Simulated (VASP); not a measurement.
# SiNi3 (Pm-3m) in VASP: notebook

SiNi3 is run at these levels: PBEsol; tasks: single point.

All numbers are computed with VASP 6.6.1; they aren't measurements. Logs are shortened: lines on timing, memory, paths and dates and some standing lists are left out, and cuts for length are marked.

### 1 The cell of the first run

The structure is cubic, space group Pm-3m (No. 221). The conventional cell has a = 3.551 Å, b = 3.551 Å, c = 3.551 Å, α = 90.00°, β = 90.00°, γ = 90.00°. Within 3.3 Å of Si (site symmetry m-3m) lie 12 Ni at 2.51 Å. Ni (site symmetry 4/mmm) has 4 Si at 2.51 Å and 8 Ni at 2.51 Å within 3.3 Å.

### 2 Single point, PBEsol, collinear spin, ferromagnetic start

File INCAR:

```
SYSTEM = SiNi3
  PREC = Accurate
  ENCUT = 520
  EDIFF = 1E-6
  ISMEAR = 0
  SIGMA = 0.1
  LREAL = .False.
  LASPH = .True.
  NELM = 150
  ALGO = Normal
  ISIF = 2
  LWAVE = .False.
  LCHARG = .False.
  ISPIN = 2
  MAGMOM = 0 2 2 2
  LORBIT = 11
  LMAXMIX = 4
  GGA = PS
  NBANDS = 29
```

File KPOINTS:

```
Automatic mesh
0
Gamma
  6 6 6
  0 0 0
```

File POSCAR:

```
SiNi3
1.0
    3.5511000000      0.0000000000      0.0000000000
    0.0000000000      3.5511000000      0.0000000000
    0.0000000000      0.0000000000      3.5511000000
Si Ni
1 3
Direct
    0.0000000000      0.0000000000      0.0000000000
    0.0000000000      0.5000000000      0.5000000000
    0.5000000000      0.0000000000      0.5000000000
    0.5000000000      0.5000000000      0.0000000000
```

Potentials or basis: VASP PAW PBE potentials, release 64 (Si, Ni).

The run is started by

```bash
> cat potpaw_PBE.64/Si/POTCAR potpaw_PBE.64/Ni/POTCAR > POTCAR
> mpirun -np 1 vasp_std > vasp.out
```

OUTCAR:

```text
SYSTEM = SiNi3
   PREC = Accurate
   ENCUT = 520
   EDIFF = 1E-6
   ISMEAR = 0
   LREAL = .False.
   LASPH = .True.
   NELM = 150
   ISIF = 2
   ISPIN = 2
   LORBIT = 11
   GGA = PS

 ion  position               nearest neighbor table
   1  0.000  0.000  0.000-   2 2.51   3 2.51   4 2.51   2 2.51   3 2.51   2 2.51   4 2.51   2 2.51
                             3 2.51   4 2.51   3 2.51   4 2.51
   2  0.000  0.500  0.500-   1 2.51   3 2.51   4 2.51   1 2.51   4 2.51   1 2.51   3 2.51   1 2.51
                             3 2.51   4 2.51   4 2.51   3 2.51
   3  0.500  0.000  0.500-   1 2.51   2 2.51   4 2.51   1 2.51   4 2.51   2 2.51   4 2.51   4 2.51
                             1 2.51   2 2.51   1 2.51   2 2.51
   4  0.500  0.500  0.000-   1 2.51   2 2.51   3 2.51   2 2.51   3 2.51   1 2.51   3 2.51   3 2.51
                             1 2.51   2 2.51   2 2.51   1 2.51

  LATTYP: Found a simple cubic cell.
 ALAT       =     3.5511000000

  Lattice vectors:

 A1 = (   3.5511000000,   0.0000000000,   0.0000000000)
 A2 = (   0.0000000000,   3.5511000000,   0.0000000000)
 A3 = (   0.0000000000,   0.0000000000,   3.5511000000)

Analysis of symmetry for initial positions (statically):
=====================================================================
 Subroutine PRICEL returns:
 Original cell was already a primitive cell.

 Routine SETGRP: Setting up the symmetry group for a
 simple cubic supercell.

 Subroutine GETGRP returns: Found 48 space group operations
 (whereof 48 operations were pure point group operations)
 out of a pool of 48 trial point group operations.

The static configuration has the point symmetry O_h .

Analysis of symmetry for dynamics (positions and initial velocities):
=====================================================================
 Subroutine PRICEL returns:
 Original cell was already a primitive cell.

 Routine SETGRP: Setting up the symmetry group for a
 simple cubic supercell.

 Subroutine GETGRP returns: Found 48 space group operations
 (whereof 48 operations were pure point group operations)
 out of a pool of 48 trial point group operations.

The dynamic configuration has the point symmetry O_h .

Analysis of structural, dynamic, and magnetic symmetry:
=====================================================================
 Subroutine PRICEL returns:
 Original cell was already a primitive cell.

 Routine SETGRP: Setting up the symmetry group for a
 simple cubic supercell.

 Subroutine GETGRP returns: Found 48 space group operations
 (whereof 48 operations were pure point group operations)
 out of a pool of 48 trial point group operations.

The overall configuration has the point symmetry O_h .

 Subroutine INISYM returns: Found 48 space group operations
 (whereof 48 operations are pure point group operations),
 and found     1 'primitive' translations

----------------------------------------------------------------------------------------

                                     Primitive cell

  volume of cell :      44.7805

  direct lattice vectors                    reciprocal lattice vectors
     3.551100000  0.000000000  0.000000000     0.281602884  0.000000000  0.000000000
     0.000000000  3.551100000  0.000000000     0.000000000  0.281602884  0.000000000
     0.000000000  0.000000000  3.551100000     0.000000000  0.000000000  0.281602884

  length of vectors
     3.551100000  3.551100000  3.551100000     0.281602884  0.281602884  0.281602884

  position of ions in fractional coordinates (direct lattice)
     0.000000000  0.000000000  0.000000000
     0.000000000  0.500000000  0.500000000
     0.500000000  0.000000000  0.500000000
     0.500000000  0.500000000  0.000000000

  ion indices of the primitive-cell ions
   primitive index   ion index
                 1           1
                 2           2
                 3           3
                 4           4

----------------------------------------------------------------------------------------

 KPOINTS: Automatic mesh

Automatic generation of k-mesh.
 Grid dimensions read from file:
 generate k-points for:    6    6    6

 Generating k-lattice:

  Cartesian coordinates                     Fractional coordinates (reciprocal lattice)
     0.046933814  0.000000000  0.000000000     0.166666667  0.000000000  0.000000000
     0.000000000  0.046933814  0.000000000     0.000000000  0.166666667  0.000000000
     0.000000000  0.000000000  0.046933814     0.000000000  0.000000000  0.166666667

  Length of vectors
     0.046933814  0.046933814  0.046933814

  Shift w.r.t. Gamma in fractional coordinates (k-lattice)
     0.000000000  0.000000000  0.000000000

 Subroutine IBZKPT returns following result:
 ===========================================

 Found     20 irreducible k-points:

 Following reciprocal coordinates:
            Coordinates               Weight
  0.000000  0.000000  0.000000      1.000000
  0.166667  0.000000  0.000000      6.000000
  0.333333  0.000000  0.000000      6.000000
  0.500000  0.000000  0.000000      3.000000
  0.166667  0.166667  0.000000     12.000000
  0.333333  0.166667  0.000000     24.000000
[... 12 lines left out ...]
  0.500000  0.500000  0.333333      6.000000
  0.500000  0.500000  0.500000      1.000000
   k-points           NKPTS =     20   k-points in BZ     NKDIM =     20   number of bands    NBANDS=     29
   number of dos      NEDOS =    301   number of ions     NIONS =      4
   total plane-waves  NPLWV =  21952
   dimension x,y,z NGX =    28 NGY =   28 NGZ =   28
   dimension x,y,z NGXF=    56 NGYF=   56 NGZF=   56
   ions per type =               1   3
   NGX,Y,Z   is equivalent  to a cutoff of  13.11, 13.11, 13.11 a.u.
   NGXF,Y,Z  is equivalent  to a cutoff of  26.22, 26.22, 26.22 a.u.
 SYSTEM =  SiNi3
   PREC   = accura    normal or accurate (medium, high low for compatibility)
   ISTART =      0    job   : 0-new  1-cont  2-samecut
   ICHARG =      2    charge: 1-file 2-atom 10-const
   ISPIN  =      2    spin polarized calculation?
   LNONCOLLINEAR =      F non collinear calculations
   LSORBIT =      F    spin-orbit coupling
   LASPH  =      T    aspherical Exc in radial PAW
   ENCUT  =  520.0 eV  38.22 Ry    6.18 a.u.   6.60  6.60  6.60*2*pi/ulx,y,z
   NELM   =    150;   NELMIN=  2; NELMDL= -5     # of ELM steps
   EDIFF  = 0.1E-05   stopping-criterion for ELM
   LREAL  =      F    real-space projection
   EDIFFG = 0.1E-04   stopping-criterion for IOM
   NSW    =      0    number of steps for IOM
   IBRION =     -1    ionic relax: 0-MD 1-quasi-New 2-CG
   NFREE  =      0    steps in history (QN), initial steepest desc. (CG)
   ISIF   =      2    stress and relaxation
   ISYM   =      2    0-nonsym 1-usesym 2-fastsym
   POTIM  = 0.5000    time-step for ionic-motion
   TEBEG  =    0.0;   TEEND  =   0.0 temperature during run
   PSTRESS=    0.0 pullay stress
   NELECT =      34.0000    total number of electrons
   NUPDOWN=      -1.0000    fix difference up-down
   EMIN   =  10.00;   EMAX   =-10.00  energy-range for DOS
   EFERMI =   0.00;   METHOD = LEGACY
   ISMEAR =     0;   SIGMA  =   0.10  broadening in eV -4-tet -1-fermi 0-gaus
   EFERMI_NEDOS =   21; number of points for ismear=-14 and -15
   IALGO  =     38    algorithm
   IMIX   =      4    mixing-type and parameters
     AMIX     =   0.40;   BMIX     =  1.00
     AMIX_MAG =   1.60;   BMIX_MAG =  1.00
  volume/ion in A,a.u.               =      11.20        75.55
  Fermi-wavevector in a.u.,A,eV,Ry     =   1.493499  2.822304 30.348324  2.230539
  Thomas-Fermi vector in A             =   2.605892
   LORBIT       =     11    0 simple, 1 ext, 2 COOP (PROOUT), +10 PAW based schemes
   GGA     = PS    functional components
   LHFCALC =     F    Hartree Fock is set to
   AEXX    =    0.0000 exact exchange contribution
   IVDW    =     0    specifies the selected vdW correction
   LEPSILON=     F    determine dielectric tensor
   LRPA    =     F    only Hartree local field effects (RPA)
 spin polarized calculation
 Gauss-broadening in eV      SIGMA  =   0.10
  energy-cutoff  :      520.00
  volume of cell :       44.78
 maximum number of plane-waves:      1228
 NGX is ok and might be reduce to    28

 number of electron      33.9999997 magnetization      -0.0288793

 number of electron      33.9999997 magnetization       0.0007646

 Free energy of the ion-electron system (eV)
  ---------------------------------------------------
  ext. energy  EPLUGINS =         0.00000000
  ---------------------------------------------------
  free energy    TOTEN  =       -26.12757849 eV

  energy without entropy =      -26.11854490  energy(sigma->0) =      -26.12306169

 E-fermi :   9.9524     XC(G=0): -13.0301

 val. band max:        9.9280433618   @ k =   0.5000   0.5000   0.3333
 cond. band min:       9.9678303113   @ k =   0.0000   0.0000   0.0000
 fundamental gap:      0.0397869494
 Fermi energy:         9.9524414072

 spin component 1

 k-point     1 :       0.0000    0.0000    0.0000
  band No.  band energies     occupation
      1      -1.6833      1.00000
      2       5.3022      1.00000
      3       6.1010      1.00000
      4       6.1010      1.00000
      5       6.5935      1.00000
      6       6.5935      1.00000
[... 607 lines left out ...]
      6       6.3659      1.00000
[... 21 lines left out ...]
     28      26.4053      0.00000
     29      30.9067      0.00000
 Fermi energy:         9.9524414072

 spin component 2

 k-point     1 :       0.0000    0.0000    0.0000
  band No.  band energies     occupation
      1      -1.6834      1.00000
      2       5.3023      1.00000
      3       6.1011      1.00000
      4       6.1011      1.00000
      5       6.5938      1.00000
      6       6.5938      1.00000
[... 629 lines left out ...]
     28      26.4052      0.00000
     29      30.9078      0.00000

------------------------ aborting loop because EDIFF is reached ----------------------------------------

  FORCE on cell =-STRESS in cart. coord.  units (eV):
  Direction    XX          YY          ZZ          XY          YZ          ZX
  --------------------------------------------------------------------------------------
  -------------------------------------------------------------------------------------
  Total       -4.2339439     -4.2339439     -4.2339439     -0.0000000     -0.0000000     -0.0000000
  in kB     -151.4840738   -151.4840738   -151.4840738     -0.0000000     -0.0000000     -0.0000000
  external PRESSURE =    -151.4840738 kB  Pullay stress =       0.0000000 kB

 VOLUME and BASIS-vectors are now :
 -----------------------------------------------------------------------------
  energy-cutoff  :      520.00
  volume of cell :       44.78
      direct lattice vectors                 reciprocal lattice vectors
     3.551100000  0.000000000  0.000000000     0.281602884  0.000000000  0.000000000
     0.000000000  3.551100000  0.000000000     0.000000000  0.281602884  0.000000000
     0.000000000  0.000000000  3.551100000     0.000000000  0.000000000  0.281602884

 POSITION                                       TOTAL-FORCE (eV/Angst)
 -----------------------------------------------------------------------------------
      0.00000      0.00000      0.00000         0.000000      0.000000      0.000000
      0.00000      1.77555      1.77555         0.000000      0.000000      0.000000
      1.77555      0.00000      1.77555         0.000000      0.000000      0.000000
      1.77555      1.77555      0.00000         0.000000      0.000000      0.000000
 -----------------------------------------------------------------------------------
    total drift:                                0.000000      0.000000      0.000000

  FREE ENERGIE OF THE ION-ELECTRON SYSTEM (eV)
  ---------------------------------------------------
  free  energy   TOTEN  =       -26.1275784902 eV

  energy  without entropy=      -26.1185448951  energy(sigma->0) =      -26.12306169

 total charge

# of ion       s       p       d       tot
------------------------------------------
    1        0.729   0.794   0.000   1.523
    2        0.472   0.536   8.392   9.399
    3        0.472   0.536   8.392   9.399
    4        0.472   0.536   8.392   9.399
--------------------------------------------------
tot          2.144   2.402  25.175  29.720

 magnetization (x)

# of ion       s       p       d       tot
------------------------------------------
    1       -0.000  -0.000   0.000  -0.000
    2       -0.000  -0.000   0.000   0.000
    3       -0.000  -0.000   0.000   0.000
    4       -0.000  -0.000   0.000   0.000
--------------------------------------------------
tot         -0.000  -0.000   0.001   0.001
```

It took 43 s on 1 thread of Intel Xeon Platinum 8488C (Sapphire Rapids), shared host; peak memory 0.19 GiB.

What came out:

- Free energy: -26.1276 eV
- Pressure: -15.1 GPa
- Band gap on the k mesh: zero (filled and empty bands overlap)
- Net moment: 0.00 μB per cell
- Valence electrons inside the program's atomic spheres: Si 1.52; Ni 9.40

Caveat: the starting moments collapsed, and a magnetic state may lie lower; the PAW data sets were made with another functional, which shifts forces and pressure a little.

### 3 Single point, PBEsol, collinear spin, ferromagnetic start

This run uses another cell than the first one: it holds 8 atoms, not 4.

File INCAR:

```
SYSTEM = SiNi3
PREC = Accurate
ENCUT = 520
EDIFF = 1E-7
ISMEAR = 0
SIGMA = 0.1
LREAL = .FALSE.
LASPH = .TRUE.
NELM = 150
ALGO = Normal
ISIF = 2
LWAVE = .FALSE.
LCHARG = .TRUE.
ISPIN = 2
MAGMOM = 0 0 2 2 2 2 2 2
LORBIT = 11
LMAXMIX = 4
GGA = PS
LELF = .TRUE.
LVHAR = .TRUE.
NBANDS = 48
```

File KPOINTS:

```
Automatic mesh
0
G
  8 8 8
  0 0 0
```

File POSCAR:

```
SiNi3
1.0
   -3.4612457486      3.4612457486      0.0000000000
    0.0000000000      3.4612457486     -3.4612457486
   -3.4612457486      0.0000000000     -3.4612457486
Si Ni
2 6
Direct
    0.0000000000      0.0000000000      0.0000000000
    0.5000000000      0.5000000000      0.5000000000
    0.5000000000      0.0000000000      0.5000000000
    0.0000000000      0.5000000000      0.0000000000
    0.0000000000      0.0000000000      0.5000000000
    0.5000000000      0.5000000000      0.0000000000
    0.5000000000      0.0000000000      0.0000000000
    0.0000000000      0.5000000000      0.5000000000
```

Potentials or basis: VASP PAW PBE potentials, release 64 (Si, Ni).

The run is started by

```bash
> cat potpaw_PBE.64/Si/POTCAR potpaw_PBE.64/Ni/POTCAR > POTCAR
> mpirun -np 1 vasp_std > vasp.out
```

OUTCAR:

```text
SYSTEM = SiNi3
   PREC = Accurate
   ENCUT = 520
   EDIFF = 1E-7
   ISMEAR = 0
   LREAL = .FALSE.
   LASPH = .TRUE.
   NELM = 150
   ISIF = 2
   ISPIN = 2
   LORBIT = 11
   GGA = PS

 ion  position               nearest neighbor table
   1  0.000  0.000  0.000-   4 2.45   5 2.45   7 2.45   3 2.45   5 2.45   8 2.45   4 2.45   6 2.45
                             8 2.45   3 2.45   6 2.45   7 2.45
   2  0.500  0.500  0.500-   3 2.45   6 2.45   8 2.45   4 2.45   6 2.45   7 2.45   3 2.45   5 2.45
                             7 2.45   4 2.45   5 2.45   8 2.45
   3  0.500  0.000  0.500-   2 2.45   5 2.45   7 2.45   1 2.45   6 2.45   7 2.45   2 2.45   6 2.45
                             8 2.45   1 2.45   5 2.45   8 2.45
   4  0.000  0.500  0.000-   1 2.45   6 2.45   8 2.45   2 2.45   5 2.45   8 2.45   1 2.45   5 2.45
                             7 2.45   2 2.45   6 2.45   7 2.45
   5  0.000  0.000  0.500-   1 2.45   3 2.45   8 2.45   1 2.45   4 2.45   7 2.45   2 2.45   4 2.45
                             8 2.45   2 2.45   3 2.45   7 2.45
   6  0.500  0.500  0.000-   2 2.45   4 2.45   7 2.45   2 2.45   3 2.45   8 2.45   1 2.45   3 2.45
                             7 2.45   1 2.45   4 2.45   8 2.45
   7  0.500  0.000  0.000-   1 2.45   3 2.45   6 2.45   2 2.45   3 2.45   5 2.45   2 2.45   4 2.45
                             6 2.45   1 2.45   4 2.45   5 2.45
   8  0.000  0.500  0.500-   2 2.45   4 2.45   5 2.45   1 2.45   4 2.45   6 2.45   1 2.45   3 2.45
                             5 2.45   2 2.45   3 2.45   6 2.45

  LATTYP: Found a face centered cubic cell.
 ALAT       =     6.9224914972
[... 2616 lines left out ...]
     0.000000000  3.461245749 -3.461245749     0.144456660  0.144456660 -0.144456660
    -3.461245749  0.000000000 -3.461245749    -0.144456660 -0.144456660 -0.144456660

 POSITION                                       TOTAL-FORCE (eV/Angst)
 -----------------------------------------------------------------------------------
      0.00000      0.00000      0.00000        -0.000000     -0.000000     -0.000000
     -3.46125      3.46125     -3.46125        -0.000000     -0.000000     -0.000000
     -3.46125      1.73062     -1.73062         0.000000      0.000000      0.000000
      0.00000      1.73062     -1.73062        -0.000000     -0.000000      0.000000
     -1.73062      0.00000     -1.73062        -0.000000      0.000000     -0.000000
     -1.73062      3.46125     -1.73062         0.000000     -0.000000      0.000000
     -1.73062      1.73062      0.00000         0.000000      0.000000     -0.000000
     -1.73062      1.73062     -3.46125        -0.000000     -0.000000      0.000000
 -----------------------------------------------------------------------------------
    total drift:                               -0.000000      0.000000     -0.000000

  FREE ENERGIE OF THE ION-ELECTRON SYSTEM (eV)
  ---------------------------------------------------
  free  energy   TOTEN  =       -52.5933327799 eV

  energy  without entropy=      -52.5728644797  energy(sigma->0) =      -52.58309863

 total charge

# of ion       s       p       d       tot
------------------------------------------
    1        0.729   0.840   0.000   1.569
    2        0.729   0.840   0.000   1.569
    3        0.507   0.617   8.434   9.558
    4        0.507   0.617   8.434   9.558
    5        0.507   0.617   8.434   9.558
    6        0.507   0.617   8.434   9.558
    7        0.507   0.617   8.434   9.558
    8        0.507   0.617   8.434   9.558
--------------------------------------------------
tot          4.498   5.381  50.607  60.486

 magnetization (x)

# of ion       s       p       d       tot
------------------------------------------
    1       -0.000  -0.000   0.000  -0.000
    2       -0.000  -0.000   0.000  -0.000
    3        0.000   0.000  -0.000  -0.000
    4        0.000   0.000  -0.000  -0.000
    5        0.000   0.000  -0.000  -0.000
    6        0.000   0.000  -0.000  -0.000
    7        0.000   0.000  -0.000  -0.000
    8        0.000   0.000  -0.000  -0.000
--------------------------------------------------
tot          0.000   0.000  -0.000  -0.000
```

stdout:

```text
POSCAR found type information on POSCAR SiNi
 POSCAR found :  2 types and       8 ions
 scaLAPACK will be used
 -----------------------------------------------------------------------------
|                                                                             |
|                                                                             |
|     You enforced a specific xc type in the INCAR file but a different       |
|     I HOPE YOU KNOW WHAT YOU ARE DOING!                                     |
|                                                                             |
 -----------------------------------------------------------------------------

 LDA part: xc-table for (Slater+PW92), standard interpolation
 POSCAR, INCAR and KPOINTS ok, starting setup
 FFT: planning ... GRIDC
 FFT: planning ... GRID_SOFT
 FFT: planning ... GRID
 WAVECAR not read
 entering main loop
```

It took 7.8 min on 1 thread of Intel Xeon 8259CL, shared host; peak memory 0.33 GiB.

What came out:

```
Free energy                                           : -52.5933 eV
Pressure                                              : 0.1 GPa
Band gap on the k mesh                                : zero (filled and empty bands overlap)
Net moment                                            : 0.00 μB per cell
Valence electrons inside the program's atomic spheres : Si 1.57; Ni 9.56
```

Caveat: the starting moments collapsed, and a magnetic state may lie lower; the PAW data sets were made with another functional, which shifts forces and pressure a little.
